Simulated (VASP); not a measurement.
# TaN: single point with LDA

Crystal: TaN.

```
Ta N
1.0
     0.00000    2.19188    2.19188
     2.19188    0.00000    2.19188
     2.19188    2.19188    0.00000
Ta N
1 1
Direct
  0.49674 0.50326 0.50326
  0.04209 0.95791 0.95791
```

| Quantity | Value |
| --- | --- |
| Program | VASP 6.6.1 |
| Task | single point |
| Functional | LDA |
| Potentials or basis | VASP PAW LDA potentials, release 64 (Ta_pv, N) |
| Cutoff | 520 eV |
| k mesh | 18 × 18 × 18 |
| Occupations | gaussian, width 0.15 eV |
| Spin | no spin polarisation |
| Dipole correction | no |
| Further INCAR settings | ALGO = Normal; EDIFF = 1e-06; NBANDS = 15 |

* Pressure: 0.2 GPa
* Largest force: 2.039 eV/Å
* Band gap on the k mesh: zero (band 8 reaches 11.19 eV, above the bottom of band 9 at 7.91 eV)

Forces in eV/Å, atoms in the order of the input:
```
Ta  -2.039  0.000  0.000
N    2.039  0.000  0.000
```

Stress tensor (GPa, compression positive):
```
13.84  0.00  0.00
 0.00 -6.59  0.00
 0.00  0.00 -6.59
```

Levels at points of the mesh, in eV from the Fermi level:
| k point | band 4 | band 5 | band 6 | band 7 | band 8 | band 9 | band 10 | band 11 | band 12 | band 13 |
| --- | --- | --- | --- | --- | --- | --- | --- | --- | --- | --- |
| (0.00, 0.00, 0.00) | -18.59 | -4.54 | -4.54 | -4.47 | -2.01 | -1.11 | -1.11 | 0.14 | 1.20 | 1.81 |
| (0.50, 0.00, 0.00) | -15.52 | -10.27 | -7.52 | -7.45 | 1.77 | 2.04 | 2.09 | 3.89 | 7.02 | 8.17 |
| (0.50, 0.50, 0.00) | -17.30 | -6.58 | -6.50 | -4.68 | -3.22 | 2.51 | 3.68 | 3.71 | 4.54 | 6.99 |
| (0.00, 0.50, 0.50) | -17.27 | -6.36 | -5.43 | -4.53 | -4.53 | 2.26 | 3.67 | 3.67 | 4.06 | 6.18 |

It took 35 s on 1 thread of Intel(R) Xeon(R) 6975P-C (Granite Rapids), with other jobs on the host, peak memory 0.26 GiB.

Caveat: spin-orbit coupling is left out, which moves the levels of the heavy elements; forces of over 1 eV/Å act on the atoms, so gaps and moduli don't describe the material at rest.
